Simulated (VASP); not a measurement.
A run of VASP 6.6.1 is set up as follows.

File INCAR:

```
ALGO = Normal
EDIFF = 1E-8
ENCUT = 520
GGA = PE
IBRION = 8
ISIF = 2
ISMEAR = 0
LASPH = T
LCHARG = F
LEPSILON = T
LREAL = F
LWAVE = F
NELM = 100
NSW = 1
PREC = Accurate
SIGMA = 0.01
```

Contents of KPOINTS:

```
k-points
0
Gamma
  10 10 10
```

Contents of POSCAR:

```
MgO
1.0
    0.0000000000      2.1085000000      2.1085000000
    2.1085000000      0.0000000000      2.1085000000
    2.1085000000      2.1085000000      0.0000000000
Mg O
1 1
Direct
    0.0000000000      0.0000000000      0.0000000000
    0.5000000000      0.5000000000      0.5000000000
```

Potentials or basis: VASP PAW PBE potentials, release 64 (Mg, O).

Launch:

```bash
$ cat potpaw_PBE.64/Mg/POTCAR potpaw_PBE.64/O/POTCAR > POTCAR
$ mpirun -np 1 vasp_std > vasp.out
```

(1) Estimate the electronic dielectric tensor (diagonal).

(2) Predict the Born charges (mean of the diagonal).

(3) Estimate the highest phonon frequency at Γ, LO-TO splitting left out.

## Answers

(1) 3.14.

(2) Mg +1.97; O -1.97 e.

(3) 392 cm⁻¹.

Caveat: the cell wasn't relaxed at this level first, which shifts response properties.
